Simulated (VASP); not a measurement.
# Mo (Fd-3m) in VASP: further runs, part 3 of 3

VASP 6.6.1. The steps go on from the part before.

## Step 6: Single point, LDA

This run uses another cell than the first one, of 21.60 Å³/atom, 0.962 times its volume.

INCAR

```
PREC     = Accurate       # precision mode
ENCUT    = 520            # plane-wave cutoff, eV
EDIFF    = 1E-7           # SCF threshold, eV
ISMEAR   = -1             # smearing method
SIGMA    = 0.1            # smearing width, eV
LREAL    = F              # projectors in reciprocal space
LASPH    = T              # aspherical terms in the spheres
NELM     = 100            # most SCF steps
ALGO     = Normal         # electronic algorithm
ISIF     = 2              # what is computed and relaxed
LWAVE    = F              # write WAVECAR
LCHARG   = F              # write CHGCAR
GGA      = CA             # functional
NBANDS   = 21             # bands
```

KPOINTS

```
regular mesh
0
Gamma
  16 16 16
```

POSCAR

```
Mo
1.0
    0.0000000000      2.7848743761      2.7848743761
    2.7848743761      0.0000000000      2.7848743761
    2.7848743761      2.7848743761      0.0000000000
Mo
2
Direct
    0.1250000000      0.1250000000      0.1250000000
    0.8750000000      0.8750000000      0.8750000000
```

Potentials or basis: VASP PAW LDA potentials, release 64 (Mo_sv).

Started as:

```sh
cat potpaw_LDA.64/Mo_sv/POTCAR > POTCAR
mpirun -np 1 vasp_std > vasp.out
```

OUTCAR:

```text
PREC = Accurate
   ENCUT = 520
   EDIFF = 1E-7
   ISMEAR = -1
   LREAL = F
   LASPH = T
   NELM = 100
   ISIF = 2
   GGA = CA

 ion  position               nearest neighbor table
   1  0.125  0.125  0.125-   2 2.41   2 2.41   2 2.41   2 2.41
   2  0.875  0.875  0.875-   1 2.41   1 2.41   1 2.41   1 2.41

  LATTYP: Found a face centered cubic cell.
 ALAT       =     5.5697487522

  Lattice vectors:

 A1 = (   0.0000000000,   2.7848743761,   2.7848743761)
 A2 = (   2.7848743761,   0.0000000000,   2.7848743761)
 A3 = (   2.7848743761,   2.7848743761,   0.0000000000)

Analysis of symmetry for initial positions (statically):
[... 5 lines left out ...]
 face centered cubic supercell.

 Subroutine GETGRP returns: Found 48 space group operations
 (whereof 12 operations were pure point group operations)
 out of a pool of 48 trial point group operations.

The static configuration has the point symmetry D_3d.
 The point group associated with its full space group is O_h .

Analysis of symmetry for dynamics (positions and initial velocities):
[... 5 lines left out ...]
 face centered cubic supercell.

 Subroutine GETGRP returns: Found 48 space group operations
 (whereof 12 operations were pure point group operations)
 out of a pool of 48 trial point group operations.

The dynamic configuration has the point symmetry D_3d.
 The point group associated with its full space group is O_h .

 Subroutine INISYM returns: Found 48 space group operations
 (whereof 12 operations are pure point group operations),
 and found     1 'primitive' translations

----------------------------------------------------------------------------------------

                                     Primitive cell

  volume of cell :      43.1963

  direct lattice vectors                    reciprocal lattice vectors
     0.000000000  2.784874376  2.784874376    -0.179541312  0.179541312  0.179541312
[... 91 lines left out ...]
   NFREE  =      0    steps in history (QN), initial steepest desc. (CG)
   ISIF   =      2    stress and relaxation
   ISYM   =      2    0-nonsym 1-usesym 2-fastsym
   POTIM  = 0.5000    time-step for ionic-motion
   TEBEG  =    0.0;   TEEND  =   0.0 temperature during run
   PSTRESS=    0.0 pullay stress
   NELECT =      28.0000    total number of electrons
   NUPDOWN=      -1.0000    fix difference up-down
   EMIN   =  10.00;   EMAX   =-10.00  energy-range for DOS
   EFERMI =   0.00;   METHOD = LEGACY
   ISMEAR =    -1;   SIGMA  =   0.10  broadening in eV -4-tet -1-fermi 0-gaus
   EFERMI_NEDOS =   21; number of points for ismear=-14 and -15
   IALGO  =     38    algorithm
   IMIX   =      4    mixing-type and parameters
     AMIX     =   0.40;   BMIX     =  1.00
     AMIX_MAG =   1.60;   BMIX_MAG =  1.00
  volume/ion in A,a.u.               =      21.60       145.75
  Fermi-wavevector in a.u.,A,eV,Ry     =   1.416811  2.677384 27.311699  2.007353
  Thomas-Fermi vector in A             =   2.538107
   LORBIT       =      0    0 simple, 1 ext, 2 COOP (PROOUT), +10 PAW based schemes
   GGA     = CA    functional components
   LHFCALC =     F    Hartree Fock is set to
   AEXX    =    0.0000 exact exchange contribution
   IVDW    =     0    specifies the selected vdW correction
   LEPSILON=     F    determine dielectric tensor
   LRPA    =     F    only Hartree local field effects (RPA)
 non-spin polarized calculation
  energy-cutoff  :      520.00
  volume of cell :       43.20
 maximum number of plane-waves:      1211
 NGX is ok and might be reduce to    30
   NGX = 15   NGY = 15   NGZ = 15

 number of electron      27.9999997 magnetization

 Free energy of the ion-electron system (eV)
  ---------------------------------------------------
  ext. energy  EPLUGINS =         0.00000000
  ---------------------------------------------------
  free energy    TOTEN  =       -19.58377318 eV

  energy without entropy =      -19.50243292  energy(sigma->0) =      -19.54310305

 E-fermi :   7.4171     XC(G=0): -11.4129

 val. band max:        7.4161389126   @ k =   0.3750   0.0000   0.0000
 cond. band min:       7.4185751905   @ k =  -0.2500   0.3750   0.1250
 fundamental gap:      0.0024362779
 Fermi energy:         7.4171334982

 k-point     1 :       0.0000    0.0000    0.0000
  band No.  band energies     occupation
      1     -52.7854      2.00000
      2     -51.9301      2.00000
      3     -27.4010      2.00000
      4     -27.4010      2.00000
      5     -27.4010      2.00000
      6     -26.0974      2.00000
[... 565 lines left out ...]
     20      18.2217      0.00000
     21      19.8129      0.00000

 [... further k-points ...]
[... 5 lines left out ...]
  --------------------------------------------------------------------------------------
  -------------------------------------------------------------------------------------
  Total        0.2050815      0.2050815      0.2050815     -0.0000000     -0.0000000      0.0000000
  in kB        7.6065927      7.6065927      7.6065927     -0.0000000     -0.0000000      0.0000000
  external PRESSURE =       7.6065927 kB  Pullay stress =       0.0000000 kB

 VOLUME and BASIS-vectors are now :
 -----------------------------------------------------------------------------
  energy-cutoff  :      520.00
  volume of cell :       43.20
      direct lattice vectors                 reciprocal lattice vectors
     0.000000000  2.784874376  2.784874376    -0.179541312  0.179541312  0.179541312
     2.784874376  0.000000000  2.784874376     0.179541312 -0.179541312  0.179541312
     2.784874376  2.784874376  0.000000000     0.179541312  0.179541312 -0.179541312

 POSITION                                       TOTAL-FORCE (eV/Angst)
 -----------------------------------------------------------------------------------
      0.69622      0.69622      0.69622         0.000000     -0.000000     -0.000000
      4.87353      4.87353      4.87353        -0.000000      0.000000      0.000000
 -----------------------------------------------------------------------------------
    total drift:                               -0.000000      0.000000      0.000000

  FREE ENERGIE OF THE ION-ELECTRON SYSTEM (eV)
  ---------------------------------------------------
  free  energy   TOTEN  =       -19.5837731784 eV

  energy  without entropy=      -19.5024329246  energy(sigma->0) =      -19.54310305
```

It took 52 s on 1 thread of AMD EPYC 9R45 (Zen 5), shared host; peak memory 0.19 GiB.

What came out:

```
Free energy            : -19.5838 eV
Pressure               : 0.8 GPa
Band gap on the k mesh : zero (band 14 reaches 7.66 eV, above the bottom of band 15 at 7.14 eV)
```

## Step 7: Overview

```csv
task,cell,k mesh,cutoff (eV),gap on the mesh (eV),pressure (GPa)
single point,"a = 3.990 Å, angles 60.0°, 2 atoms",11 × 11 × 11,520,none,-3.9
single point,"a = 4.041 Å, angles 60.0°, 2 atoms",11 × 11 × 11,520,none,-7.6
single point,"a = 4.090 Å, angles 60.0°, 2 atoms",11 × 11 × 11,520,none,-10.7
relaxation of cell and atoms,"relaxed from a = 3.904 Å, angles 60.0°, 2 atoms",10 × 10 × 10,600,none,0.0
single point,"a = 3.938 Å, angles 60.0°, 2 atoms",16 × 16 × 16,520,none,0.8
```

Alike in all rows: level LDA; potentials or basis VASP PAW LDA potentials, release 64 (Mo_sv); no spin polarisation; smearing fermi-dirac 0.1 eV.

Total energies depend on the potentials used, so only differences within one code and one set of settings carry meaning.
